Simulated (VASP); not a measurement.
The system is ZnSe (Stilleite).

```
Se Zn
1.0
     0.00000    2.87109    2.87109
     2.87109    0.00000    2.87109
     2.87109    2.87109    0.00000
Se Zn
1 1
Direct
  0.75000 0.75000 0.75000
  0.00000 0.00000 0.00000
```

This cell differs from its parent crystal: volume scaled by 1.04.

Base run:

| Quantity | Value |
| --- | --- |
| Program | VASP 6.6.1 |
| Functional | PBEsol |
| Potentials or basis | VASP PAW PBE potentials, release 64 (Se, Zn) |
| Cutoff | 520 eV |
| k mesh | 8 × 8 × 8 |
| Occupations | fermi-dirac, width 0.05 eV |
| Spin | no spin polarisation |

Its results: band gap on the k mesh 1.02 eV, direct; pressure -3.1 GPa.

Problem. After a change of settings the same cell gave: band gap on the k mesh 1.13 eV, direct; pressure -0.1 GPa. Which change was it?
A. functional from PBEsol to PBE; dispersion from none to D4
B. dispersion from none to D3(BJ)
C. functional from PBEsol to r2SCAN; dispersion from none to D4
D. functional from PBEsol to PBE

Solution. D.

PBE binds less tightly than PBEsol, so the same cell stands under more pressure.

Caveats: the PAW data sets were made with another functional, which shifts forces and pressure a little (some runs).
